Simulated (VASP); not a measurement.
Runs of VASP 6.6.1 on Ge2Sb2Te5. The structure is that of space group P-3m1 (No. 164), or close to it. The cells are those of the table. 

```tsv
cell	gap on the mesh (eV)	pressure (GPa)	largest force (eV/Å)
a = 4.217, b = 4.217, c = 21.455 Å, angles 90.0, 90.0, 120.0°, 9 atoms	none	-4.8	1.33
a = 4.137, b = 4.137, c = 19.218 Å, angles 90.0, 90.0, 120.0°, 9 atoms	none	0.1	0.24
a = 4.509, b = 4.509, c = 17.464 Å, angles 90.0, 90.0, 120.0°, 9 atoms	none	(a)	0.23
a = 4.395, b = 4.395, c = 17.022 Å, angles 90.0, 90.0, 120.0°, 9 atoms	none	-0.2	0.22
```

Alike in all rows: task single point; level PBE; potentials or basis VASP PAW PBE potentials, release 64 (Ge_d, Sb, Te); no spin polarisation; k mesh 12 × 12 × 2; cutoff (eV) 520; smearing gaussian 0.03 eV.

Estimate the missing entries.

(a) -3.1.

Caveats: spin-orbit coupling is left out, which moves the levels of the heavy elements; this functional lacks dispersion, which binds layers or chains, so the pressure and a relaxed spacing across them are unreliable; the stress differs along the axes, from -9 to -3 GPa (at least some runs); forces of over 1 eV/Å act on the atoms, so gaps and moduli don't describe the material at rest (at least some runs); the cell stands under tension (at least some runs).

A k mesh can miss the band edges, and the runs leave out spin-orbit coupling on Ge, Sb, Te.

A gap of «none» marks levels without a gap at the run's occupations.
